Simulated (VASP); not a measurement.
# ZrO5 (F-43m) in VASP: a series of runs

ZrO5 is run at these levels: PBE; tasks: single point, relaxation of cell and atoms.

All numbers are computed with VASP 6.6.1; they aren't measurements. Logs are shortened: lines on timing, memory, paths and dates and some standing lists are left out, and cuts for length are marked.

### Step 1. The cell of the first run

Symmetry: F-43m, No. 216, cubic system. The conventional cell has a = 5.944 Å, b = 5.944 Å, c = 5.944 Å, α = 90.00°, β = 90.00°, γ = 90.00°. Within 3.3 Å of Zr (site symmetry -43m) lie 16 O at 2.46 to 2.57 Å. Within 3.3 Å of O (site symmetry -43m) lie 12 O at 2.47 Å and 4 Zr at 2.57 Å. O (site symmetry 3m) has 9 O at 2.09 to 2.47 Å and 3 Zr at 2.46 Å within 2.8 Å.

### Step 2. Single point, PBE

File INCAR:

```
SYSTEM = ZrO5
PREC = Accurate ; ENCUT = 520
EDIFF = 1E-6 ; ISMEAR = 0
SIGMA = 0.1 ; LREAL = .False.
LASPH = .True. ; NELM = 80
ALGO = Normal ; ISIF = 2
LWAVE = .False. ; LCHARG = .True.
GGA = PE ; LELF = .True.
LVHAR = .True. ; NBANDS = 30
```

File KPOINTS:

```
Automatic mesh
0
Gamma
  6 6 6
  0 0 0
```

File POSCAR:

```
ZrO5
1.0
    0.0000000000      2.9721610061      2.9721610061
    2.9721610061      0.0000000000      2.9721610061
    2.9721610061      2.9721610061      0.0000000000
Zr O
1 5
Direct
    0.0000000000      0.0000000000      0.0000000000
    0.2500000000      0.2500000000      0.2500000000
    0.1220996709      0.6259667764      0.6259667764
    0.6259667764      0.6259667764      0.6259667764
    0.6259667764      0.6259667764      0.1220996709
    0.6259667764      0.1220996709      0.6259667764
```

Potentials or basis: VASP PAW PBE potentials, release 64 (Zr_sv, O).

Command:

```console
$ cat potpaw_PBE.64/Zr_sv/POTCAR potpaw_PBE.64/O/POTCAR > POTCAR
$ mpirun -np 1 vasp_std > vasp.out
```

OUTCAR:

```text
SYSTEM = ZrO5
   PREC = Accurate
   ENCUT = 520
   EDIFF = 1E-6
   ISMEAR = 0
   LREAL = .False.
   LASPH = .True.
   NELM = 80
   ISIF = 2
   GGA = PE

 ion  position               nearest neighbor table
   1  0.000  0.000  0.000-   3 2.46   5 2.46   6 2.46   4 2.46   4 2.46   4 2.46   3 2.46   6 2.46
                             6 2.46   3 2.46   5 2.46   5 2.46   2 2.57   2 2.57   2 2.57   2 2.57
   2  0.250  0.250  0.250-   1 2.57   1 2.57   1 2.57   1 2.57
   3  0.122  0.626  0.626-   1 2.46   1 2.46   1 2.46
   4  0.626  0.626  0.626-   1 2.46   1 2.46   1 2.46
   5  0.626  0.626  0.122-   1 2.46   1 2.46   1 2.46
   6  0.626  0.122  0.626-   1 2.46   1 2.46   1 2.46

  LATTYP: Found a face centered cubic cell.
 ALAT       =     5.9443220122

  Lattice vectors:

 A1 = (   0.0000000000,   2.9721610061,   2.9721610061)
 A2 = (   2.9721610061,   0.0000000000,   2.9721610061)
 A3 = (   2.9721610061,   2.9721610061,   0.0000000000)

Analysis of symmetry for initial positions (statically):
=====================================================================
 Subroutine PRICEL returns:
 Original cell was already a primitive cell.

 Routine SETGRP: Setting up the symmetry group for a
 face centered cubic supercell.

 Subroutine GETGRP returns: Found 24 space group operations
 (whereof 24 operations were pure point group operations)
 out of a pool of 48 trial point group operations.

The static configuration has the point symmetry T_d .

Analysis of symmetry for dynamics (positions and initial velocities):
=====================================================================
 Subroutine PRICEL returns:
 Original cell was already a primitive cell.

 Routine SETGRP: Setting up the symmetry group for a
 face centered cubic supercell.

 Subroutine GETGRP returns: Found 24 space group operations
 (whereof 24 operations were pure point group operations)
 out of a pool of 48 trial point group operations.

The dynamic configuration has the point symmetry T_d .

 Subroutine INISYM returns: Found 24 space group operations
 (whereof 24 operations are pure point group operations),
 and found     1 'primitive' translations

----------------------------------------------------------------------------------------

                                     Primitive cell

  volume of cell :      52.5106

  direct lattice vectors                    reciprocal lattice vectors
     0.000000000  2.972161006  2.972161006    -0.168227764  0.168227764  0.168227764
     2.972161006  0.000000000  2.972161006     0.168227764 -0.168227764  0.168227764
     2.972161006  2.972161006  0.000000000     0.168227764  0.168227764 -0.168227764

  length of vectors
     4.203270404  4.203270404  4.203270404     0.291379034  0.291379034  0.291379034

  position of ions in fractional coordinates (direct lattice)
     0.000000000  0.000000000  0.000000000
     0.250000000  0.250000000  0.250000000
     0.122099671  0.625966776  0.625966776
     0.625966776  0.625966776  0.625966776
     0.625966776  0.625966776  0.122099671
     0.625966776  0.122099671  0.625966776

  ion indices of the primitive-cell ions
   primitive index   ion index
                 1           1
                 2           2
                 3           3
                 4           4
                 5           5
                 6           6

----------------------------------------------------------------------------------------

 KPOINTS: Automatic mesh

Automatic generation of k-mesh.
 Grid dimensions read from file:
 generate k-points for:    6    6    6

 Generating k-lattice:

  Cartesian coordinates                     Fractional coordinates (reciprocal lattice)
    -0.028037961  0.028037961  0.028037961     0.166666667  0.000000000  0.000000000
     0.028037961 -0.028037961  0.028037961     0.000000000  0.166666667  0.000000000
     0.028037961  0.028037961 -0.028037961     0.000000000  0.000000000  0.166666667

  Length of vectors
     0.048563172  0.048563172  0.048563172

  Shift w.r.t. Gamma in fractional coordinates (k-lattice)
     0.000000000  0.000000000  0.000000000

 Subroutine IBZKPT returns following result:
 ===========================================

 Found     16 irreducible k-points:

 Following reciprocal coordinates:
            Coordinates               Weight
  0.000000  0.000000  0.000000      1.000000
  0.166667  0.000000  0.000000      8.000000
  0.333333  0.000000  0.000000      8.000000
  0.500000  0.000000  0.000000      4.000000
  0.166667  0.166667  0.000000      6.000000
  0.333333  0.166667  0.000000     24.000000
[... 8 lines left out ...]
 -0.333333  0.333333  0.166667     24.000000
 -0.333333  0.500000  0.166667     12.000000
   k-points           NKPTS =     16   k-points in BZ     NKDIM =     16   number of bands    NBANDS=     30
   number of dos      NEDOS =    301   number of ions     NIONS =      6
   total plane-waves  NPLWV =  32768
   dimension x,y,z NGX =    32 NGY =   32 NGZ =   32
   dimension x,y,z NGXF=    64 NGYF=   64 NGZF=   64
   ions per type =               1   5
   NGX,Y,Z   is equivalent  to a cutoff of  12.66, 12.66, 12.66 a.u.
   NGXF,Y,Z  is equivalent  to a cutoff of  25.31, 25.31, 25.31 a.u.
 SYSTEM =  ZrO5
   PREC   = accura    normal or accurate (medium, high low for compatibility)
   ISTART =      0    job   : 0-new  1-cont  2-samecut
   ICHARG =      2    charge: 1-file 2-atom 10-const
   ISPIN  =      1    spin polarized calculation?
   LNONCOLLINEAR =      F non collinear calculations
   LSORBIT =      F    spin-orbit coupling
   LASPH  =      T    aspherical Exc in radial PAW
   ENCUT  =  520.0 eV  38.22 Ry    6.18 a.u.   7.82  7.82  7.82*2*pi/ulx,y,z
   NELM   =     80;   NELMIN=  2; NELMDL= -5     # of ELM steps
   EDIFF  = 0.1E-05   stopping-criterion for ELM
   LREAL  =      F    real-space projection
   EDIFFG = 0.1E-04   stopping-criterion for IOM
   NSW    =      0    number of steps for IOM
   IBRION =     -1    ionic relax: 0-MD 1-quasi-New 2-CG
   NFREE  =      0    steps in history (QN), initial steepest desc. (CG)
   ISIF   =      2    stress and relaxation
   ISYM   =      2    0-nonsym 1-usesym 2-fastsym
   POTIM  = 0.5000    time-step for ionic-motion
   TEBEG  =    0.0;   TEEND  =   0.0 temperature during run
   PSTRESS=    0.0 pullay stress
   NELECT =      42.0000    total number of electrons
   NUPDOWN=      -1.0000    fix difference up-down
   EMIN   =  10.00;   EMAX   =-10.00  energy-range for DOS
   EFERMI =   0.00;   METHOD = LEGACY
   ISMEAR =     0;   SIGMA  =   0.10  broadening in eV -4-tet -1-fermi 0-gaus
   EFERMI_NEDOS =   21; number of points for ismear=-14 and -15
   IALGO  =     38    algorithm
   IMIX   =      4    mixing-type and parameters
     AMIX     =   0.40;   BMIX     =  1.00
     AMIX_MAG =   1.60;   BMIX_MAG =  1.00
  volume/ion in A,a.u.               =       8.75        59.06
  Fermi-wavevector in a.u.,A,eV,Ry     =   1.519645  2.871713 31.420236  2.309322
  Thomas-Fermi vector in A             =   2.628603
   LORBIT       =      0    0 simple, 1 ext, 2 COOP (PROOUT), +10 PAW based schemes
   GGA     = PE    functional components
   LHFCALC =     F    Hartree Fock is set to
   AEXX    =    0.0000 exact exchange contribution
   IVDW    =     0    specifies the selected vdW correction
   LEPSILON=     F    determine dielectric tensor
   LRPA    =     F    only Hartree local field effects (RPA)
 non-spin polarized calculation
 Gauss-broadening in eV      SIGMA  =   0.10
  energy-cutoff  :      520.00
  volume of cell :       52.51
 maximum number of plane-waves:      1428
   NGX = 15   NGY = 15   NGZ = 15

 number of electron      42.0000001 magnetization

 Free energy of the ion-electron system (eV)
  ---------------------------------------------------
  ext. energy  EPLUGINS =         0.00000000
  ---------------------------------------------------
  free energy    TOTEN  =       -33.59985888 eV

  energy without entropy =      -33.54282138  energy(sigma->0) =      -33.57134013

 E-fermi :   6.5143     XC(G=0): -12.5607

 val. band max:        6.5131267138   @ k =   0.5000   0.1667   0.0000
 cond. band min:       6.5438066858   @ k =   0.5000   0.3333   0.1667
 fundamental gap:      0.0306799720
 Fermi energy:         6.5142666954

 k-point     1 :       0.0000    0.0000    0.0000
  band No.  band energies     occupation
      1     -42.8388      2.00000
      2     -20.6909      2.00000
      3     -20.6909      2.00000
      4     -20.6909      2.00000
      5     -14.7882      2.00000
      6     -10.0029      2.00000
[... 22 lines left out ...]
     29      11.9180      0.00000
     30      15.3485      0.00000

 k-point     2 :       0.1667    0.0000    0.0000
  band No.  band energies     occupation
      1     -42.8374      2.00000
      2     -20.7444      2.00000
      3     -20.6948      2.00000
      4     -20.6948      2.00000
      5     -14.5421      2.00000
      6     -10.4236      2.00000
[... 22 lines left out ...]
     29      11.8752      0.00000
     30      16.0237      0.00000

 k-point     3 :       0.3333    0.0000    0.0000
  band No.  band energies     occupation
      1     -42.8346      2.00000
      2     -20.8456      2.00000
      3     -20.7024      2.00000
      4     -20.7024      2.00000
      5     -13.9273      2.00000
      6     -11.3268      2.00000
[... 22 lines left out ...]
     29      11.7438      0.00000
     30      17.1965      0.00000

 k-point     4 :       0.5000    0.0000    0.0000
  band No.  band energies     occupation
      1     -42.8333      2.00000
      2     -20.8936      2.00000
      3     -20.7062      2.00000
      4     -20.7062      2.00000
      5     -13.4495      2.00000
      6     -11.9250      2.00000
[... 352 lines left out ...]
     29      11.5287      0.00000
     30      17.8096      0.00000

 k-point    15 :      -0.3333    0.3333    0.1667
  band No.  band energies     occupation
      1     -42.8319      2.00000
      2     -20.8451      2.00000
      3     -20.7760      2.00000
      4     -20.7321      2.00000
      5     -13.0617      2.00000
      6     -12.1830      2.00000
[... 22 lines left out ...]
     29      11.3584      0.00000
     30      17.9821      0.00000

 k-point    16 :      -0.3333    0.5000    0.1667
  band No.  band energies     occupation
      1     -42.8314      2.00000
      2     -20.8449      2.00000
      3     -20.7712      2.00000
      4     -20.7507      2.00000
      5     -12.7394      2.00000
      6     -12.5448      2.00000
[... 22 lines left out ...]
     29      11.4806      0.00000
     30      18.2593      0.00000

------------------------ aborting loop because EDIFF is reached ----------------------------------------

  FORCE on cell =-STRESS in cart. coord.  units (eV):
  Direction    XX          YY          ZZ          XY          YZ          ZX
  --------------------------------------------------------------------------------------
  -------------------------------------------------------------------------------------
  Total       -0.0552278     -0.0552278     -0.0552278      0.0000000      0.0000000      0.0000000
  in kB       -1.6850831     -1.6850831     -1.6850831      0.0000000      0.0000000      0.0000000
  external PRESSURE =      -1.6850831 kB  Pullay stress =       0.0000000 kB

 VOLUME and BASIS-vectors are now :
 -----------------------------------------------------------------------------
  energy-cutoff  :      520.00
  volume of cell :       52.51
      direct lattice vectors                 reciprocal lattice vectors
     0.000000000  2.972161006  2.972161006    -0.168227764  0.168227764  0.168227764
     2.972161006  0.000000000  2.972161006     0.168227764 -0.168227764  0.168227764
     2.972161006  2.972161006  0.000000000     0.168227764  0.168227764 -0.168227764

 POSITION                                       TOTAL-FORCE (eV/Angst)
 -----------------------------------------------------------------------------------
      0.00000      0.00000      0.00000        -0.000000     -0.000000     -0.000000
      1.48608      1.48608      1.48608        -0.000000     -0.000000     -0.000000
      3.72095      2.22337      2.22337        -0.005770      0.005770      0.005770
      3.72095      3.72095      3.72095        -0.005770     -0.005770     -0.005770
      2.22337      2.22337      3.72095         0.005770      0.005770     -0.005770
      2.22337      3.72095      2.22337         0.005770     -0.005770      0.005770
 -----------------------------------------------------------------------------------
    total drift:                               -0.000001     -0.000001     -0.000001

  FREE ENERGIE OF THE ION-ELECTRON SYSTEM (eV)
  ---------------------------------------------------
  free  energy   TOTEN  =       -33.5998588763 eV

  energy  without entropy=      -33.5428213811  energy(sigma->0) =      -33.57134013
```

Wall time 20 s (1 thread of Intel Xeon 6975P-C (Granite Rapids), shared host); peak memory 0.18 GiB.

Results:

```
Free energy            : -33.5999 eV
Pressure               : -0.2 GPa
Largest force          : 0.010 eV/Å
Band gap on the k mesh : zero (band 21 reaches 6.87 eV, above the bottom of band 22 at 6.06 eV)
```

Forces on the atoms (eV/Å):
```
Zr   0.000  0.000  0.000
O    0.000  0.000  0.000
O   -0.006  0.006  0.006
O   -0.006 -0.006 -0.006
O    0.006  0.006 -0.006
O    0.006 -0.006  0.006
```

Levels at points of the mesh, in eV from the Fermi level:
| k point | band 18 | band 19 | band 20 | band 21 | band 22 | band 23 | band 24 | band 25 |
| --- | --- | --- | --- | --- | --- | --- | --- | --- |
| (0.00, 0.00, 0.00) | -0.93 | 0.34 | 0.34 | 0.34 | 1.63 | 1.63 | 1.63 | 4.93 |
| (0.50, 0.00, 0.00) | -2.15 | -0.80 | -0.01 | -0.01 | 0.38 | 1.15 | 1.15 | 3.44 |
| (0.50, 0.50, 0.00) | -2.53 | -2.30 | -0.49 | -0.46 | -0.46 | 1.08 | 1.08 | 3.91 |

### Step 3. Single point, PBE

This run uses another cell than the first one, of 9.72 Å³/atom, 1.110 times its volume.

File INCAR:

```
PREC     = Accurate       # precision mode
ENCUT    = 520            # plane-wave cutoff, eV
EDIFF    = 1E-6           # SCF threshold, eV
ISMEAR   = 0              # smearing method
SIGMA    = 0.1            # smearing width, eV
LREAL    = F              # projectors in reciprocal space
LASPH    = T              # aspherical terms in the spheres
NELM     = 60             # most SCF steps
ALGO     = Normal         # electronic algorithm
ISIF     = 2              # what is computed and relaxed
LWAVE    = F              # write WAVECAR
LCHARG   = F              # write CHGCAR
GGA      = PE             # functional
NBANDS   = 30             # bands
```

File KPOINTS:

```
Automatic mesh
0
Gamma
  6 6 6
```

File POSCAR:

```
ZrO5
1.0
    0.0000000000      3.0775313300      3.0775313300
    3.0775313300      0.0000000000      3.0775313300
    3.0775313300      3.0775313300      0.0000000000
Zr O
1 5
Direct
    0.0000000000      0.0000000000      0.0000000000
    0.2500000000      0.2500000000      0.2500000000
    0.1283094900      0.6238968400      0.6238968400
    0.6238968400      0.6238968400      0.6238968400
    0.6238968400      0.6238968400      0.1283094900
    0.6238968400      0.1283094900      0.6238968400
```

Potentials or basis: VASP PAW PBE potentials, release 64 (Zr_sv, O).

Command:

```console
$ cat potpaw_PBE.64/Zr_sv/POTCAR potpaw_PBE.64/O/POTCAR > POTCAR
$ mpirun -np 1 vasp_std > vasp.out
```

OUTCAR:

```text
PREC = Accurate
   ENCUT = 520
   EDIFF = 1E-6
   ISMEAR = 0
   LREAL = F
   LASPH = T
   NELM = 60
   ISIF = 2
   GGA = PE

 ion  position               nearest neighbor table
   1  0.000  0.000  0.000-   3 2.55   5 2.55   6 2.55   4 2.55   4 2.55   4 2.55   3 2.55   6 2.55
                             6 2.55   3 2.55   5 2.55   5 2.55   2 2.67   2 2.67   2 2.67   2 2.67
   2  0.250  0.250  0.250-   1 2.67   1 2.67   1 2.67   1 2.67
   3  0.128  0.624  0.624-   1 2.55   1 2.55   1 2.55
   4  0.624  0.624  0.624-   1 2.55   1 2.55   1 2.55
   5  0.624  0.624  0.128-   1 2.55   1 2.55   1 2.55
   6  0.624  0.128  0.624-   1 2.55   1 2.55   1 2.55

[... 723 lines left out ...]
  Total       -6.2279068     -6.2279068     -6.2279068      0.0000000     -0.0000000     -0.0000000
  in kB     -171.1651101   -171.1651101   -171.1651101      0.0000000     -0.0000000     -0.0000000
  external PRESSURE =    -171.1651101 kB  Pullay stress =       0.0000000 kB

 VOLUME and BASIS-vectors are now :
 -----------------------------------------------------------------------------
  energy-cutoff  :      520.00
  volume of cell :       58.30
      direct lattice vectors                 reciprocal lattice vectors
     0.000000000  3.077531330  3.077531330    -0.162467883  0.162467883  0.162467883
     3.077531330  0.000000000  3.077531330     0.162467883 -0.162467883  0.162467883
     3.077531330  3.077531330  0.000000000     0.162467883  0.162467883 -0.162467883

 POSITION                                       TOTAL-FORCE (eV/Angst)
 -----------------------------------------------------------------------------------
      0.00000      0.00000      0.00000        -0.000000      0.000000     -0.000000
      1.53877      1.53877      1.53877        -0.000000      0.000000     -0.000000
      3.84012      2.31494      2.31494         0.272747     -0.272747     -0.272747
      3.84012      3.84012      3.84012         0.272747      0.272747      0.272747
      2.31494      2.31494      3.84012        -0.272747     -0.272747      0.272747
      2.31494      3.84012      2.31494        -0.272747      0.272747     -0.272747
 -----------------------------------------------------------------------------------
    total drift:                               -0.000071     -0.000071     -0.000071

  FREE ENERGIE OF THE ION-ELECTRON SYSTEM (eV)
  ---------------------------------------------------
  free  energy   TOTEN  =       -33.2475643177 eV

  energy  without entropy=      -33.1814761289  energy(sigma->0) =      -33.21452022
```

OSZICAR:

```text
N       E                     dE             d eps       ncg     rms          rms(c)
DAV:   1     0.282742629272E+03    0.28274E+03   -0.24500E+04   960   0.142E+03
DAV:   2    -0.232266672590E+02   -0.30597E+03   -0.29482E+03  1184   0.348E+02
DAV:   3    -0.390577214308E+02   -0.15831E+02   -0.15454E+02  1380   0.748E+01
[... 12 lines left out ...]
DAV:  16    -0.332476219151E+02    0.20385E-03   -0.14717E-03  1042   0.113E-01    0.530E-02
DAV:  17    -0.332475874270E+02    0.34488E-04   -0.16751E-04  1092   0.434E-02    0.653E-02
DAV:  18    -0.332475670800E+02    0.20347E-04   -0.40327E-05  1038   0.336E-02    0.265E-02
DAV:  19    -0.332475639817E+02    0.30983E-05   -0.11400E-05   908   0.141E-02    0.597E-03
DAV:  20    -0.332475643177E+02   -0.33597E-06   -0.37338E-06   552   0.735E-03
   1 F= -.33247564E+02 E0= -.33214520E+02  d E =-.660882E-01
```

stdout:

```text
POSCAR found type information on POSCAR ZrO
 POSCAR found :  2 types and       6 ions
 scaLAPACK will be used
 LDA part: xc-table for (Slater+PW92), standard interpolation
 POSCAR, INCAR and KPOINTS ok, starting setup
 FFT: planning ... GRIDC
 FFT: planning ... GRID_SOFT
 FFT: planning ... GRID
 WAVECAR not read
 entering main loop
```

It took 17 s on 1 thread of Intel Xeon 6975P-C (Granite Rapids), shared host; peak memory 0.18 GiB.

What came out:

```
Free energy            : -33.2476 eV
Pressure               : -17.1 GPa
Largest force          : 0.472 eV/Å
Band gap on the k mesh : zero (band 21 reaches 5.53 eV, above the bottom of band 22 at 4.80 eV)
```

Forces in eV/Å, atoms in the order of the input:
```
Zr   0.000  0.000  0.000
O    0.000  0.000  0.000
O    0.273 -0.273 -0.273
O    0.273  0.273  0.273
O   -0.273 -0.273  0.273
O   -0.273  0.273 -0.273
```

[end of part 1 of 2]
